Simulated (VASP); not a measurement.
Wanted: the native input for a VASP 6.6.1 run.

```
Task                   : single point
Functional             : PBE
Potentials or basis    : VASP PAW PBE potentials, release 64 (Al, O)
Cutoff                 : 520 eV
k mesh                 : 9 × 3 × 1
Occupations            : gaussian, width 0.1 eV
Spin                   : no spin polarisation
Dipole correction      : yes
Further INCAR settings : ALGO = Normal; EDIFF = 1e-06; NBANDS = 28; NELMDL = -8
```

The structure of Al9O lies in POSCAR:

```
Al9O
1.0
    2.8535431553      0.0000000000      0.0000000000
   -1.4267715777      9.7014842378      0.0000000000
    0.0000000000      0.0000000000     20.2903703566
Al O
9 1
Direct
    0.5324432082      0.0648864163      0.1971378506
    0.6709612116      0.3419224231      0.2462112387
    0.2986648122      0.5973296244      0.2560259163
    0.9263684129      0.8527368258      0.2658405940
    0.0639544175      0.1277109188      0.3154271765
    0.1995835182      0.4042231282      0.3707799904
    0.8288001109      0.6596656509      0.3785021740
    0.4526153906      0.9110819271      0.3874246327
    0.5862217944      0.1830824785      0.4349117117
    0.5924854425      0.6814072012      0.4512967889
```

These files were run (other wordings do the same):

INCAR

```
  ALGO = Normal
  DIPOL = 0.5 0.5 0.330
  EDIFF = 1E-6
  ENCUT = 520
  GGA = PE
  GGA_COMPAT = F
  IDIPOL = 3
  ISIF = 2
  ISMEAR = 0
  LASPH = T
  LCHARG = T
  LDIPOL = T
  LELF = T
  LREAL = F
  LVACPOTAV = T
  LVHAR = T
  LWAVE = F
  NBANDS = 28
  NELM = 120
  NELMDL = -8
  PREC = Accurate
  SIGMA = 0.1
```

KPOINTS

```
k-points
0
Gamma
  9 3 1
```

Potentials or basis: VASP PAW PBE potentials, release 64 (Al, O).

Run with:

```bash
$ cat potpaw_PBE.64/Al/POTCAR potpaw_PBE.64/O/POTCAR > POTCAR
$ mpirun -np 1 vasp_std > vasp.out
```

Results of the run:

```json
{
 "Largest force": "2.195 eV/Å",
 "Band gap on the k mesh": "zero (an odd number of electrons rules out a gap without spin polarisation)"
}
```

Caveat: an odd number of electrons without spin polarisation forces a metal; a magnetic or distorted state may lie lower.

It took 20 min on 1 thread of Intel Xeon 8259CL, on a shared host, peak memory 0.69 GiB.
